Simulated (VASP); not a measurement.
# Ba (P6_3/mmc) in VASP: further runs

Runs on Ba. Level: RPBE. Tasks: single point.

All numbers are computed with VASP 6.6.1; they aren't measurements. Logs are shortened: lines on timing, memory, paths and dates and some standing lists are left out, and cuts for length are marked.

**1. The cell of the first run**

It takes space group P6_3/mmc (No. 194, hexagonal). Conventional cell: a = 4.405 Å, b = 4.405 Å, c = 7.228 Å, α = 90.00°, β = 90.00°, γ = 120.00°. Within 5.8 Å of Ba (site symmetry -6m2) lie 12 Ba at 4.40 to 4.42 Å.

**2. Single point, RPBE (volume scaled by 0.88)**

INCAR

```
PREC = Accurate
ENCUT = 520
EDIFF = 1E-6
ISMEAR = -1
SIGMA = 0.1
LREAL = False
LASPH = True
NELM = 100
ALGO = Normal
ISIF = 2
LWAVE = False
LCHARG = True
GGA = RP
LELF = True
LVHAR = True
NBANDS = 17
```

KPOINTS

```
Automatic mesh
0
Gamma
  9 9 5
```

POSCAR

```
Ba
1.0
    4.4048413396      0.0000000000      0.0000000000
   -2.2024206698      3.8147044997      0.0000000000
    0.0000000000      0.0000000000      7.2282928561
Ba
2
Direct
    0.3333333333      0.6666666667      0.2500000000
    0.6666666667      0.3333333333      0.7500000000
```

Potentials or basis: VASP PAW PBE potentials, release 64 (Ba_sv).

Command:

```sh
$ cat potpaw_PBE.64/Ba_sv/POTCAR > POTCAR
$ mpirun -np 1 vasp_std > vasp.out
```

OUTCAR:

```text
PREC = Accurate
   ENCUT = 520
   EDIFF = 1E-6
   ISMEAR = -1
   LREAL = False
   LASPH = True
   NELM = 100
   ISIF = 2
   GGA = RP

 ion  position               nearest neighbor table
   1  0.333  0.667  0.250-   2 4.42   2 4.42   2 4.42   2 4.42   2 4.42   2 4.42
   2  0.667  0.333  0.750-   1 4.42   1 4.42   1 4.42   1 4.42   1 4.42   1 4.42

  LATTYP: Found a hexagonal cell.
 ALAT       =     4.4048413396
 C/A-ratio  =     1.6409882443

  Lattice vectors:

 A1 = (   4.4048413396,   0.0000000000,   0.0000000000)
 A2 = (  -2.2024206698,   3.8147044997,   0.0000000000)
 A3 = (   0.0000000000,   0.0000000000,   7.2282928561)

Analysis of symmetry for initial positions (statically):
=====================================================================
 Subroutine PRICEL returns:
 Original cell was already a primitive cell.

 Routine SETGRP: Setting up the symmetry group for a
 hexagonal supercell.

 Subroutine GETGRP returns: Found 24 space group operations
 (whereof 12 operations were pure point group operations)
 out of a pool of 24 trial point group operations.

The static configuration has the point symmetry D_3d.
 The point group associated with its full space group is D_6h.

Analysis of symmetry for dynamics (positions and initial velocities):
=====================================================================
 Subroutine PRICEL returns:
 Original cell was already a primitive cell.

 Routine SETGRP: Setting up the symmetry group for a
 hexagonal supercell.

 Subroutine GETGRP returns: Found 24 space group operations
 (whereof 12 operations were pure point group operations)
 out of a pool of 24 trial point group operations.

The dynamic configuration has the point symmetry D_3d.
 The point group associated with its full space group is D_6h.

 Subroutine INISYM returns: Found 24 space group operations
 (whereof 12 operations are pure point group operations),
 and found     1 'primitive' translations

----------------------------------------------------------------------------------------

                                     Primitive cell

  volume of cell :     121.4582

  direct lattice vectors                    reciprocal lattice vectors
     4.404841340  0.000000000  0.000000000     0.227022933  0.131071751  0.000000000
    -2.202420670  3.814704500  0.000000000     0.000000000  0.262143503  0.000000000
     0.000000000  0.000000000  7.228292856     0.000000000  0.000000000  0.138345252

  length of vectors
     4.404841340  4.404841340  7.228292856     0.262143503  0.262143503  0.138345252

  position of ions in fractional coordinates (direct lattice)
     0.333333333  0.666666667  0.250000000
     0.666666667  0.333333333  0.750000000

  ion indices of the primitive-cell ions
   primitive index   ion index
                 1           1
                 2           2

----------------------------------------------------------------------------------------

 KPOINTS: Automatic mesh

Automatic generation of k-mesh.
 Grid dimensions read from file:
 generate k-points for:    9    9    5

 Generating k-lattice:

  Cartesian coordinates                     Fractional coordinates (reciprocal lattice)
     0.025224770  0.014563528  0.000000000     0.111111111 -0.000000000  0.000000000
     0.000000000  0.029127056  0.000000000     0.000000000  0.111111111  0.000000000
     0.000000000  0.000000000  0.027669050     0.000000000  0.000000000  0.200000000

  Length of vectors
     0.029127056  0.029127056  0.027669050

  Shift w.r.t. Gamma in fractional coordinates (k-lattice)
     0.000000000  0.000000000  0.000000000

 Subroutine IBZKPT returns following result:
 ===========================================

 Found     36 irreducible k-points:

 Following reciprocal coordinates:
            Coordinates               Weight
  0.000000  0.000000  0.000000      1.000000
  0.111111  0.000000  0.000000      6.000000
  0.222222  0.000000  0.000000      6.000000
  0.333333  0.000000  0.000000      6.000000
  0.444444  0.000000  0.000000      6.000000
  0.111111  0.111111  0.000000      6.000000
[... 16 lines left out ...]
  0.333333  0.222222  0.200000     24.000000
  0.333333  0.333333  0.200000      4.000000
 [... further k-points ...]
   k-points           NKPTS =     36   k-points in BZ     NKDIM =     36   number of bands    NBANDS=     17
   number of dos      NEDOS =    301   number of ions     NIONS =      2
   total plane-waves  NPLWV =  69984
   dimension x,y,z NGX =    36 NGY =   36 NGZ =   54
   dimension x,y,z NGXF=    72 NGYF=   72 NGZF=  108
   ions per type =               2
   NGX,Y,Z   is equivalent  to a cutoff of  13.59, 13.59, 12.42 a.u.
   NGXF,Y,Z  is equivalent  to a cutoff of  27.17, 27.17, 24.84 a.u.
 SYSTEM =  unknown system
   PREC   = accura    normal or accurate (medium, high low for compatibility)
   ISTART =      0    job   : 0-new  1-cont  2-samecut
   ICHARG =      2    charge: 1-file 2-atom 10-const
   ISPIN  =      1    spin polarized calculation?
   LNONCOLLINEAR =      F non collinear calculations
   LSORBIT =      F    spin-orbit coupling
   LASPH  =      T    aspherical Exc in radial PAW
   ENCUT  =  520.0 eV  38.22 Ry    6.18 a.u.   8.19  8.19 13.44*2*pi/ulx,y,z
   NELM   =    100;   NELMIN=  2; NELMDL= -5     # of ELM steps
   EDIFF  = 0.1E-05   stopping-criterion for ELM
   LREAL  =      F    real-space projection
   EDIFFG = 0.1E-04   stopping-criterion for IOM
   NSW    =      0    number of steps for IOM
   IBRION =     -1    ionic relax: 0-MD 1-quasi-New 2-CG
   NFREE  =      0    steps in history (QN), initial steepest desc. (CG)
   ISIF   =      2    stress and relaxation
   ISYM   =      2    0-nonsym 1-usesym 2-fastsym
   POTIM  = 0.5000    time-step for ionic-motion
   TEBEG  =    0.0;   TEEND  =   0.0 temperature during run
   PSTRESS=    0.0 pullay stress
   NELECT =      20.0000    total number of electrons
   NUPDOWN=      -1.0000    fix difference up-down
   EMIN   =  10.00;   EMAX   =-10.00  energy-range for DOS
   EFERMI =   0.00;   METHOD = LEGACY
   ISMEAR =    -1;   SIGMA  =   0.10  broadening in eV -4-tet -1-fermi 0-gaus
   EFERMI_NEDOS =   21; number of points for ismear=-14 and -15
   IALGO  =     38    algorithm
   IMIX   =      4    mixing-type and parameters
     AMIX     =   0.40;   BMIX     =  1.00
     AMIX_MAG =   1.60;   BMIX_MAG =  1.00
  volume/ion in A,a.u.               =      60.73       409.82
  Fermi-wavevector in a.u.,A,eV,Ry     =   0.897310  1.695670 10.954939  0.805165
  Thomas-Fermi vector in A             =   2.019878
   LORBIT       =      0    0 simple, 1 ext, 2 COOP (PROOUT), +10 PAW based schemes
   GGA     = RP    functional components
   LHFCALC =     F    Hartree Fock is set to
   AEXX    =    0.0000 exact exchange contribution
   IVDW    =     0    specifies the selected vdW correction
   LEPSILON=     F    determine dielectric tensor
   LRPA    =     F    only Hartree local field effects (RPA)
 non-spin polarized calculation
  energy-cutoff  :      520.00
  volume of cell :      121.46
 maximum number of plane-waves:      3297
 NGX is ok and might be reduce to    36
   NGX = 17   NGY = 17   NGZ = 27

 number of electron      19.9999998 magnetization

 Free energy of the ion-electron system (eV)
  ---------------------------------------------------
  ext. energy  EPLUGINS =         0.00000000
  ---------------------------------------------------
  free energy    TOTEN  =        -3.33953067 eV

  energy without entropy =       -3.23095374  energy(sigma->0) =       -3.28524221

 E-fermi :   1.9057     XC(G=0):  -7.4146

 val. band max:        1.9045630529   @ k =   0.2222   0.2222   0.0000
 cond. band min:       1.9587215392   @ k =   0.3333   0.0000   0.0000
 fundamental gap:      0.0541584863
 Fermi energy:         1.9057041034

 k-point     1 :       0.0000    0.0000    0.0000
  band No.  band energies     occupation
      1     -26.9531      2.00000
      2     -26.9072      2.00000
      3     -12.4063      2.00000
      4     -11.9662      2.00000
      5     -11.9662      2.00000
      6     -11.9011      2.00000
[... 9 lines left out ...]
     16       4.1641      0.00000
     17       4.7195      0.00000

 k-point     2 :       0.1111    0.0000    0.0000
  band No.  band energies     occupation
      1     -26.9481      2.00000
      2     -26.9047      2.00000
      3     -12.3865      2.00000
      4     -12.0142      2.00000
      5     -11.9809      2.00000
      6     -11.9508      2.00000
[... 9 lines left out ...]
     16       4.3569      0.00000
     17       4.3933      0.00000

 k-point     3 :       0.2222    0.0000    0.0000
  band No.  band energies     occupation
      1     -26.9353      2.00000
      2     -26.8988      2.00000
      3     -12.3320      2.00000
      4     -12.1351      2.00000
      5     -12.0707      2.00000
      6     -12.0164      2.00000
[... 9 lines left out ...]
     16       4.4729      0.00000
     17       4.5027      0.00000

 k-point     4 :       0.3333    0.0000    0.0000
  band No.  band energies     occupation
      1     -26.9196      2.00000
      2     -26.8931      2.00000
      3     -12.2707      2.00000
      4     -12.2577      2.00000
      5     -12.1983      2.00000
      6     -12.0548      2.00000
[... 9 lines left out ...]
     16       5.1924      0.00000
     17       5.4041      0.00000
[... 343 lines left out ...]
      1     -26.9099      2.00000
      2     -26.8933      2.00000
      3     -12.2936      2.00000
      4     -12.2707      2.00000
      5     -12.1422      2.00000
      6     -12.1101      2.00000
[... 9 lines left out ...]
     16       5.0180      0.00000
     17       5.7295      0.00000

 k-point    23 :       0.3333    0.2222    0.2000
  band No.  band energies     occupation
      1     -26.9004      2.00000
      2     -26.8921      2.00000
      3     -12.3224      2.00000
      4     -12.2784      2.00000
      5     -12.1813      2.00000
      6     -12.1060      2.00000
[... 9 lines left out ...]
     16       5.4379      0.00000
     17       5.7270      0.00000

 k-point    24 :       0.3333    0.3333    0.2000
  band No.  band energies     occupation
      1     -26.8944      2.00000
      2     -26.8944      2.00000
      3     -12.2688      2.00000
      4     -12.2568      2.00000
      5     -12.2568      2.00000
      6     -12.1470      2.00000
[... 9 lines left out ...]
     16       5.4668      0.00000
     17       6.0475      0.00000

 [... further k-points ...]

------------------------ aborting loop because EDIFF is reached ----------------------------------------

  FORCE on cell =-STRESS in cart. coord.  units (eV):
  Direction    XX          YY          ZZ          XY          YZ          ZX
  --------------------------------------------------------------------------------------
  -------------------------------------------------------------------------------------
  Total        0.9383570      0.9383570      0.9118043      0.0000000      0.0000000      0.0000000
  in kB       12.3780365     12.3780365     12.0277753      0.0000000      0.0000000      0.0000000
  external PRESSURE =      12.2612828 kB  Pullay stress =       0.0000000 kB

 VOLUME and BASIS-vectors are now :
 -----------------------------------------------------------------------------
  energy-cutoff  :      520.00
  volume of cell :      121.46
      direct lattice vectors                 reciprocal lattice vectors
     4.404841340  0.000000000  0.000000000     0.227022933  0.131071751  0.000000000
    -2.202420670  3.814704500  0.000000000     0.000000000  0.262143503  0.000000000
     0.000000000  0.000000000  7.228292856     0.000000000  0.000000000  0.138345252

 POSITION                                       TOTAL-FORCE (eV/Angst)
 -----------------------------------------------------------------------------------
     -0.00000      2.54314      1.80707         0.000000      0.000000      0.000000
      2.20242      1.27157      5.42122        -0.000000      0.000000      0.000000
 -----------------------------------------------------------------------------------
    total drift:                               -0.000000      0.000000     -0.000000

  FREE ENERGIE OF THE ION-ELECTRON SYSTEM (eV)
  ---------------------------------------------------
  free  energy   TOTEN  =        -3.3395306719 eV

  energy  without entropy=       -3.2309537441  energy(sigma->0) =       -3.28524221
```

It took 48 s on 1 thread of Intel Xeon 6975P-C (Granite Rapids), shared host; peak memory 0.27 GiB.

What came out:

```
Free energy            : -3.3395 eV
Pressure               : 1.2 GPa
Band gap on the k mesh : zero (band 10 reaches 2.06 eV, above the bottom of band 11 at 1.70 eV)
```

Caveat: the PAW data sets were made with another functional, which shifts forces and pressure a little; spin-orbit coupling is left out, which moves the levels of the heavy elements.

**3. Single point, RPBE (volume scaled by 0.92)**

INCAR

```
PREC = Accurate
ENCUT = 520
EDIFF = 1E-6
ISMEAR = -1
SIGMA = 0.1
LREAL = F
LASPH = T
NELM = 80
ALGO = Normal
ISIF = 2
LWAVE = F
LCHARG = T
GGA = RP
LELF = T
LVHAR = T
NBANDS = 17
```

KPOINTS is that of step 2.

POSCAR

```
Ba
1.0
    4.4705949342      0.0000000000      0.0000000000
   -2.2352974671      3.8716487831      0.0000000000
    0.0000000000      0.0000000000      7.3361937319
Ba
2
Direct
    0.3333333333      0.6666666667      0.2500000000
    0.6666666667      0.3333333333      0.7500000000
```

Potentials or basis: VASP PAW PBE potentials, release 64 (Ba_sv).

Command:

```sh
$ cat potpaw_PBE.64/Ba_sv/POTCAR > POTCAR
$ mpirun -np 1 vasp_std > vasp.out
```

Run time: 37 s. Hardware: 1 thread of Intel Xeon 6975P-C (Granite Rapids), shared host; peak memory 0.27 GiB.

It converged, with:

| Item | Value |
| --- | --- |
| Free energy | -3.3742 eV |
| Pressure | 0.8 GPa |
| Band gap on the k mesh | zero (band 10 reaches 1.91 eV, above the bottom of band 11 at 1.59 eV) |

Levels at points of the mesh, in eV from the Fermi level:
```
           k point  band 8  band 9  band 10  band 11  band 12  band 13
(0.00, 0.00, 0.00)  -13.91   -2.76    -0.94     0.99     1.75     1.78
```

Caveat: the PAW data sets were made with another functional, which shifts forces and pressure a little; spin-orbit coupling is left out, which moves the levels of the heavy elements.

**4. Single point, RPBE (volume scaled by 0.96)**

INCAR

```
ALGO = Normal
EDIFF = 1E-6
ENCUT = 520
GGA = RP
ISIF = 2
ISMEAR = -1
LASPH = T
LCHARG = F
LREAL = F
LWAVE = F
NBANDS = 17
NELM = 80
PREC = Accurate
SIGMA = 0.1
```

KPOINTS

```
k-points
0
Gamma
  9 9 5
```

POSCAR

```
Ba
1.0
    4.5344692059      0.0000000000      0.0000000000
   -2.2672346029      3.9269655250      0.0000000000
    0.0000000000      0.0000000000      7.4410106608
Ba
2
Direct
    0.3333333333      0.6666666667      0.2500000000
    0.6666666667      0.3333333333      0.7500000000
```

Command:

```sh
$ cat potpaw_PBE.64/Ba_sv/POTCAR > POTCAR
$ mpirun -np 1 vasp_std > vasp.out
```

It took 38 s on 1 thread of Intel Xeon 6975P-C (Granite Rapids), shared host; peak memory 0.26 GiB.

Results (log left out):

| Item | Value |
| --- | --- |
| Free energy | -3.3948 eV |
| Pressure | 0.4 GPa |
| Band gap on the k mesh | zero (band 10 reaches 1.76 eV, above the bottom of band 11 at 1.48 eV) |

Levels at points of the mesh, in eV from the Fermi level:
```
           k point  band 8  band 9  band 10  band 11  band 12  band 13
(0.00, 0.00, 0.00)  -14.01   -2.74    -0.92     0.88     1.71     1.74
```

Caveat: the PAW data sets were made with another functional, which shifts forces and pressure a little; spin-orbit coupling is left out, which moves the levels of the heavy elements.

(Continued in part 2 of 2.)
